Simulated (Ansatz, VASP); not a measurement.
# Na: VASP beside Ansatz

```
CELL_PARAMETERS angstrom
-2.37693 2.37693 1.68049
2.37693 -2.37693 1.68049
2.37693 2.37693 -1.68049
ATOMIC_POSITIONS crystal
Na 0.00000 0.00000 0.00000
```

Alike in both runs: task single point; functional PBE; k mesh 18 × 18 × 18; occupations gaussian, width 0.15 eV; no spin polarisation.

|  | VASP | Ansatz |
| --- | --- | --- |
| version | VASP 6.6.1 | Ansatz 0.2.0 |
| potentials or method | VASP PAW PBE potentials, release 64 (Na_pv), cutoff 520 eV | scalar-relativistic, plane waves, PAW |
| valence electrons in the cell | 7 | 9 |

```tsv
	VASP	Ansatz	Ansatz less VASP
gap on the k mesh at the Fermi level (eV)	none	none	-
pressure (GPa)	0.0	0.0	+0.08
traceless stress, the component that is largest in VASP (GPa)	1.63	1.63	-0.003
```

A gap of «none» marks a metal or a gap that the smearing closes. With one functional, cell and mesh, what is left measures potentials, basis and numerics. VASP's potentials hold 7 valence electrons a cell and Ansatz's 9, so a difference there can come from the potentials and not from the codes.
